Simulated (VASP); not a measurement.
NbAs, 4 atoms in the cell. It takes space group I4_1md (No. 109, tetragonal). The conventional cell has a = 3.357 Å, b = 3.357 Å, c = 11.083 Å, α = 90.00°, β = 90.00°, γ = 90.00°. Nb (site symmetry 2mm) has 6 As at 2.53 Å and 8 Nb at 3.24 to 3.36 Å within 3.4 Å. Within 3.4 Å of As (site symmetry 2mm) lie 6 Nb at 2.53 Å and 8 As at 3.24 to 3.36 Å. 

* Program: VASP 6.6.1
* Task: single point
* Functional: PBEsol
* Potentials or basis: VASP PAW PBE potentials, release 64 (Nb_sv, As)
* Cutoff: 520 eV
* k mesh: 11 × 11 × 11
* Occupations: fermi-dirac, width 0.05 eV
* Spin: no spin polarisation
* Dipole correction: no
* Further INCAR settings: ALGO = Normal; EDIFF = 1e-06; NBANDS = 26

Potentials or basis: VASP PAW PBE potentials, release 64 (Nb_sv, As).

Run with:

```sh
$ cat potpaw_PBE.64/Nb_sv/POTCAR potpaw_PBE.64/As/POTCAR > POTCAR
$ mpirun -np 1 vasp_std > vasp.out
```

Hardware: 1 thread of Intel(R) Xeon(R) Platinum 8488C (Sapphire Rapids) (shared host).

Question: How long does it take, and how much memory?

Answer: It took 5.5 min on 1 thread of Intel(R) Xeon(R) Platinum 8488C (Sapphire Rapids), on a shared host, peak memory 0.43 GiB. Counts: scf iterations 13, k points 126.
